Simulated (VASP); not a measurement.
# MoS2 (P6_3/mmc) in VASP: further runs

Runs on MoS2. Level: PBEsol. Tasks: single point.

Everything below comes from runs of VASP 6.6.1. Logs are shortened: lines on timing, memory, paths and dates and some standing lists are left out, and cuts for length are marked.

**The experiment to reproduce.**

From “Multiwavelength excitation Raman Scattering Analysis of bulk and 2 dimensional MoS2: Vibrational properties of atomically thin MoS2 layers”, 2015, arxiv:1506.03228, for a bulk crystal of MoS2 at 300 K: band gap 1.3 eV (indirect).

How close the calculation comes is told below.

**1. The cell of the first run**

It takes space group P6_3/mmc (No. 194, hexagonal). The conventional cell has a = 3.173 Å, b = 3.173 Å, c = 12.319 Å, α = 90.00°, β = 90.00°, γ = 120.00°. Mo (site symmetry -6m2) has 6 S at 2.39 Å and 6 Mo at 3.17 Å within 3.2 Å. Within 3.2 Å of S (site symmetry 3m) lie 3 Mo at 2.39 Å and 7 S at 3.06 to 3.17 Å.

**2. Single point, PBEsol**

Contents of INCAR:

```
SYSTEM = MoS2
PREC = Accurate
ENCUT = 520
EDIFF = 1E-7
ISMEAR = 1
SIGMA = 0.115
LREAL = .False.
LASPH = .True.
NELM = 100
ALGO = Normal
ISIF = 2
LWAVE = .False.
LCHARG = .False.
GGA = PS
NBANDS = 35
```

Contents of KPOINTS:

```
regular mesh
0
Gamma
  12 12 2
  0 0 0
```

Contents of POSCAR:

```
MoS2
1.0
    3.1731000000      0.0000000000      0.0000000000
   -1.5865500000      2.7479852087      0.0000000000
    0.0000000000      0.0000000000     12.3189000000
Mo S
2 4
Direct
    0.3333333333      0.6666666667      0.2500000000
    0.6666666667      0.3333333333      0.7500000000
    0.3333333333      0.6666666667      0.6259932117
    0.6666666667      0.3333333333      0.1259932117
    0.3333333333      0.6666666667      0.8740067883
    0.6666666667      0.3333333333      0.3740067883
```

Potentials or basis: VASP PAW PBE potentials, release 64 (Mo_sv, S).

Command:

```
> cat potpaw_PBE.64/Mo_sv/POTCAR potpaw_PBE.64/S/POTCAR > POTCAR
> mpirun -np 1 vasp_std > vasp.out
```

OUTCAR:

```text
SYSTEM = MoS2
   PREC = Accurate
   ENCUT = 520
   EDIFF = 1E-7
   ISMEAR = 1
   LREAL = .False.
   LASPH = .True.
   NELM = 100
   ISIF = 2
   GGA = PS

 ion  position               nearest neighbor table
   1  0.333  0.667  0.250-   4 2.39   6 2.39   4 2.39   6 2.39   4 2.39   6 2.39
   2  0.667  0.333  0.750-   3 2.39   5 2.39   3 2.39   5 2.39   3 2.39   5 2.39
   3  0.333  0.667  0.626-   2 2.39   2 2.39   2 2.39
   4  0.667  0.333  0.126-   1 2.39   1 2.39   1 2.39
   5  0.333  0.667  0.874-   2 2.39   2 2.39   2 2.39
   6  0.667  0.333  0.374-   1 2.39   1 2.39   1 2.39

  LATTYP: Found a hexagonal cell.
 ALAT       =     3.1731000000
 C/A-ratio  =     3.8822917652

  Lattice vectors:

 A1 = (   3.1731000000,   0.0000000000,   0.0000000000)
 A2 = (  -1.5865500000,   2.7479852087,   0.0000000000)
 A3 = (   0.0000000000,   0.0000000000,  12.3189000000)

Analysis of symmetry for initial positions (statically):
=====================================================================
 Subroutine PRICEL returns:
 Original cell was already a primitive cell.

 Routine SETGRP: Setting up the symmetry group for a
 hexagonal supercell.

 Subroutine GETGRP returns: Found 24 space group operations
 (whereof 12 operations were pure point group operations)
 out of a pool of 24 trial point group operations.

The static configuration has the point symmetry D_3d.
 The point group associated with its full space group is D_6h.

Analysis of symmetry for dynamics (positions and initial velocities):
=====================================================================
 Subroutine PRICEL returns:
 Original cell was already a primitive cell.

 Routine SETGRP: Setting up the symmetry group for a
 hexagonal supercell.

 Subroutine GETGRP returns: Found 24 space group operations
 (whereof 12 operations were pure point group operations)
 out of a pool of 24 trial point group operations.

The dynamic configuration has the point symmetry D_3d.
 The point group associated with its full space group is D_6h.

 Subroutine INISYM returns: Found 24 space group operations
 (whereof 12 operations are pure point group operations),
 and found     1 'primitive' translations

----------------------------------------------------------------------------------------

                                     Primitive cell

  volume of cell :     107.4163

[... 94 lines left out ...]
   ENCUT  =  520.0 eV  38.22 Ry    6.18 a.u.   5.90  5.90 22.90*2*pi/ulx,y,z
   NELM   =    100;   NELMIN=  2; NELMDL= -5     # of ELM steps
   EDIFF  = 0.1E-06   stopping-criterion for ELM
   LREAL  =      F    real-space projection
   EDIFFG = 0.1E-05   stopping-criterion for IOM
   NSW    =      0    number of steps for IOM
   IBRION =     -1    ionic relax: 0-MD 1-quasi-New 2-CG
   NFREE  =      0    steps in history (QN), initial steepest desc. (CG)
   ISIF   =      2    stress and relaxation
   ISYM   =      2    0-nonsym 1-usesym 2-fastsym
   POTIM  = 0.5000    time-step for ionic-motion
   TEBEG  =    0.0;   TEEND  =   0.0 temperature during run
   PSTRESS=    0.0 pullay stress
   NELECT =      52.0000    total number of electrons
   NUPDOWN=      -1.0000    fix difference up-down
   EMIN   =  10.00;   EMAX   =-10.00  energy-range for DOS
   EFERMI =   0.00;   METHOD = LEGACY
   ISMEAR =     1;   SIGMA  =   0.12  broadening in eV -4-tet -1-fermi 0-gaus
   EFERMI_NEDOS =   21; number of points for ismear=-14 and -15
   IALGO  =     38    algorithm
   IMIX   =      4    mixing-type and parameters
     AMIX     =   0.40;   BMIX     =  1.00
     AMIX_MAG =   1.60;   BMIX_MAG =  1.00
  volume/ion in A,a.u.               =      17.90       120.81
  Fermi-wavevector in a.u.,A,eV,Ry     =   1.285442  2.429134 22.481748  1.652362
  Thomas-Fermi vector in A             =   2.417576
   LORBIT       =      0    0 simple, 1 ext, 2 COOP (PROOUT), +10 PAW based schemes
   GGA     = PS    functional components
   LHFCALC =     F    Hartree Fock is set to
   AEXX    =    0.0000 exact exchange contribution
   IVDW    =     0    specifies the selected vdW correction
   LEPSILON=     F    determine dielectric tensor
   LRPA    =     F    only Hartree local field effects (RPA)
 non-spin polarized calculation
 Methfessel and Paxton  Order N= 1 SIGMA  =   0.12
  energy-cutoff  :      520.00
  volume of cell :      107.42
 maximum number of plane-waves:      2914
 NGX is ok and might be reduce to    24

 number of electron      51.9999998 magnetization

 Free energy of the ion-electron system (eV)
  ---------------------------------------------------
  ext. energy  EPLUGINS =         0.00000000
  ---------------------------------------------------
  free energy    TOTEN  =       -46.86960678 eV

  energy without entropy =      -46.86963409  energy(sigma->0) =      -46.86961588

 E-fermi :   7.5838     XC(G=0): -10.9374

 val. band max:        7.4882739892   @ k =   0.0000   0.0000   0.0000
 cond. band min:       8.2955441897   @ k =   0.3333   0.3333   0.0000
 fundamental gap:      0.8072702005
 Fermi energy:         7.5838055507

 k-point     1 :       0.0000    0.0000    0.0000
  band No.  band energies     occupation
      1     -54.0291      2.00000
      2     -54.0291      2.00000
      3     -28.2245      2.00000
      4     -28.2244      2.00000
      5     -28.0082      2.00000
      6     -28.0082      2.00000
[... 901 lines left out ...]
     34      10.9530      0.00000
     35      14.0838      0.00000

 [... further k-points ...]
[... 5 lines left out ...]
  --------------------------------------------------------------------------------------
  -------------------------------------------------------------------------------------
  Total       -0.9436910     -0.9436910      2.6091563     -0.0000000      0.0000000     -0.0000000
  in kB      -14.0757104    -14.0757104     38.9171114     -0.0000000      0.0000000     -0.0000000
  external PRESSURE =       3.5885636 kB  Pullay stress =       0.0000000 kB

 VOLUME and BASIS-vectors are now :
 -----------------------------------------------------------------------------
  energy-cutoff  :      520.00
  volume of cell :      107.42
      direct lattice vectors                 reciprocal lattice vectors
     3.173100000  0.000000000  0.000000000     0.315149223  0.181951489  0.000000000
    -1.586550000  2.747985209  0.000000000     0.000000000  0.363902978  0.000000000
     0.000000000  0.000000000 12.318900000     0.000000000  0.000000000  0.081176079

 POSITION                                       TOTAL-FORCE (eV/Angst)
 -----------------------------------------------------------------------------------
     -0.00000      1.83199      3.07972        -0.000000     -0.000000      0.000000
      1.58655      0.91600      9.23917         0.000000      0.000000      0.000000
     -0.00000      1.83199      7.71155        -0.000000      0.000000     -0.395437
      1.58655      0.91600      1.55210         0.000000     -0.000000     -0.395437
     -0.00000      1.83199     10.76680        -0.000000      0.000000      0.395437
      1.58655      0.91600      4.60735        -0.000000     -0.000000      0.395437
 -----------------------------------------------------------------------------------
    total drift:                               -0.000000      0.000000     -0.000000

  FREE ENERGIE OF THE ION-ELECTRON SYSTEM (eV)
  ---------------------------------------------------
  free  energy   TOTEN  =       -46.8696067762 eV

  energy  without entropy=      -46.8696340924  energy(sigma->0) =      -46.86961588
```

Run time: 1.8 min. Hardware: 1 thread of Intel Xeon Platinum 8259CL at 2.50GHz (Skylake/Cascade Lake), shared host; peak memory 0.28 GiB.

What came out:

```yaml
Free_energy: -46.8696 eV
Pressure: 0.4 GPa
Largest_force: 0.395 eV/Å
Band_gap_on_the_k_mesh: 0.81 eV (least direct gap 1.59 eV)
```

Forces in eV/Å, atoms in the order of the input:
```
Mo   0.000  0.000  0.000
Mo   0.000  0.000  0.000
S    0.000  0.000 -0.395
S    0.000  0.000 -0.395
S    0.000  0.000  0.395
S    0.000  0.000  0.395
```

Levels at points of the mesh, in eV from the valence-band top:
| k point | band 22 | band 23 | band 24 | band 25 | band 26 | band 27 | band 28 | band 29 | band 30 | band 31 |
| --- | --- | --- | --- | --- | --- | --- | --- | --- | --- | --- |
| (0.00, 0.00, 0.00) | -2.41 | -2.41 | -1.26 | -1.14 | 0.00 | 2.01 | 2.01 | 2.02 | 2.02 | 2.29 |
| (0.50, 0.00, 0.00) | -2.51 | -1.93 | -1.76 | -1.54 | -1.40 | 1.44 | 1.49 | 1.90 | 2.12 | 2.82 |
| (0.00, 0.00, 0.50) | -2.43 | -2.43 | -2.43 | -0.28 | -0.28 | 2.01 | 2.01 | 2.01 | 2.01 | 2.37 |
| (0.50, 0.00, 0.50) | -2.64 | -1.85 | -1.85 | -1.46 | -1.46 | 1.46 | 1.46 | 2.02 | 2.02 | 3.16 |

Caveat: the PAW data sets were made with another functional, which shifts forces and pressure a little; this functional lacks dispersion, which binds the layers, so the pressure and a relaxed spacing across them are unreliable.

**3. Single point, PBEsol**

This run uses another cell than the first one, of the same volume but with other edges.

Contents of INCAR:

```
SYSTEM = MoS2
PREC = Accurate
ENCUT = 520
EDIFF = 1E-7
ISMEAR = 1
SIGMA = 0.16
LREAL = .FALSE.
LASPH = .TRUE.
NELM = 80
ALGO = Normal
ISIF = 2
LWAVE = .FALSE.
LCHARG = .FALSE.
GGA = PS
NBANDS = 35
```

Contents of KPOINTS:

```
regular mesh
0
G
  12 12 2
  0 0 0
```

POSCAR, as its differences from that of step 2:

```diff
@@ -2,5 +2,5 @@
 1.0
-    3.1731000000      0.0000000000      0.0000000000
-   -1.5865500000      2.7479852087      0.0000000000
-    0.0000000000      0.0000000000     12.3189000000
+    3.1102000000      0.0000000000      0.0000000000
+   -1.5551000000      2.6935122108      0.0000000000
+    0.0000000000      0.0000000000     12.8217000000
 Mo S
```

Potentials or basis: VASP PAW PBE potentials, release 64 (Mo_sv, S).

Command:

```
> cat potpaw_PBE.64/Mo_sv/POTCAR potpaw_PBE.64/S/POTCAR > POTCAR
> mpirun -np 1 vasp_std > vasp.out
```

It took 1.8 min on 1 thread of Intel Xeon Platinum 8259CL at 2.50GHz (Skylake/Cascade Lake), shared host; peak memory 0.28 GiB.

It converged, with:

| Property | Result |
| --- | --- |
| Free energy | -46.8705 eV |
| Pressure | -0.2 GPa |
| Largest force | 0.370 eV/Å |
| Band gap on the k mesh | 1.11 eV (least direct gap 1.90 eV) |

Forces in eV/Å, atoms in the order of the input:
```
Mo   0.000  0.000  0.000
Mo   0.000  0.000  0.000
S    0.000  0.000  0.370
S    0.000  0.000  0.370
S    0.000  0.000 -0.370
S    0.000  0.000 -0.370
```

Stress tensor (GPa, compression positive):
```
 1.54  0.00  0.00
 0.00  1.54  0.00
 0.00  0.00 -3.76
```

Levels at points of the mesh, in eV from the valence-band top:
```csv
k point,band 22,band 23,band 24,band 25,band 26,band 27,band 28,band 29,band 30,band 31
"(0.00, 0.00, 0.00)",-1.64,-1.64,-1.34,-1.10,0.00,2.59,2.59,2.61,2.61,2.74
"(0.50, 0.00, 0.00)",-2.38,-1.18,-1.09,-1.05,-1.04,2.17,2.20,2.46,2.75,3.21
"(0.00, 0.00, 0.50)",-1.65,-1.65,-1.65,-0.30,-0.30,2.59,2.59,2.59,2.59,2.79
"(0.50, 0.00, 0.50)",-2.47,-1.11,-1.11,-1.07,-1.07,2.19,2.19,2.61,2.61,3.53
```

Caveat: the PAW data sets were made with another functional, which shifts forces and pressure a little; this functional lacks dispersion, which binds the layers, so the pressure and a relaxed spacing across them are unreliable.

[end of part 1 of 3]
